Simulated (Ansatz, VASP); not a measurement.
Two plane-wave programs on NaH

Contents of INCAR:

```
SYSTEM = NaH
PREC = Accurate ; ENCUT = 500
EDIFF = 1E-7 ; ISMEAR = 0
SIGMA = 0.1 ; LREAL = .FALSE.
LASPH = .TRUE. ; NELM = 120
ALGO = Normal ; ISIF = 3
LWAVE = .FALSE. ; LCHARG = .FALSE.
GGA = PE ; IBRION = 2
NSW = 90 ; EDIFFG = -0.04
GGA_COMPAT = .FALSE. ; NELMIN = 4
```

KPOINTS

```
Automatic mesh
0
G
  6 6 6
  0 0 0
```

POSCAR

```
NaH
1.0
    2.8088342500      0.0000000000      0.0000000000
   -1.4044171200      2.4325218100      0.0000000000
    0.0000000000      0.0000000000      2.7345897400
Na H
1 1
Direct
    0.3333333300      0.6666666700      0.5000000000
    0.6666666700      0.3333333300      0.0000000000
```

Input for Ansatz:

```yaml
crystal:
  lattice:
    - [2.80883425, 0.0, 0.0]
    - [-1.40441712, 2.43252181, 0.0]
    - [0.0, 0.0, 2.73458974]
  atoms:
    - { symbol: Na, position: [0.33333333, 0.66666667, 0.5] }
    - { symbol: H, position: [0.66666667, 0.33333333, 0.0] }
basis:
  ecutwfc: 420
kpoints:
  mp_grid: { grid: [6, 6, 6] }
hamiltonian:
  xc: pbe
scf:
  occupations: { method: gaussian, width: 0.1 }
  lower_state_search: "off"
output:
  forces: true
  stress: true
  eigenvalues: true
relax:
  adjacent_minimum: "off"
  f_tol: 0.04
  max_steps: 70
  cell: { stress_tol: 0.4 }
```

Alike in both runs: task relaxation of cell and atoms; functional PBE; k mesh 6 × 6 × 6; occupations gaussian, width 0.1 eV; no spin polarisation.

|  | VASP | Ansatz |
| --- | --- | --- |
| version | VASP 6.6.1 | Ansatz 0.2.0 |
| potentials or method | VASP PAW PBE potentials, release 64 (Na_pv, H), cutoff 500 eV | scalar-relativistic, plane waves, PAW |
| valence electrons in the cell | 8 | 10 |

```csv
,VASP,Ansatz,Ansatz less VASP
"gap on the k mesh at the Fermi level, each at its own relaxed structure (eV)",2.31,2.31,-0.003
relaxed volume (Å³/atom),14.05,14.34,+0.289
relaxed cell length with the largest relative difference (Å),3.284,3.308,+0.0247
```

VASP's potentials hold 8 valence electrons a cell and Ansatz's 10, so a difference there can come from the potentials and not from the codes.

The k mesh is coarse, so the values compare programs but aren't converged. Noted on VASP's run: the volume moved by over 15 % at a fixed basis, so the end points are rough.
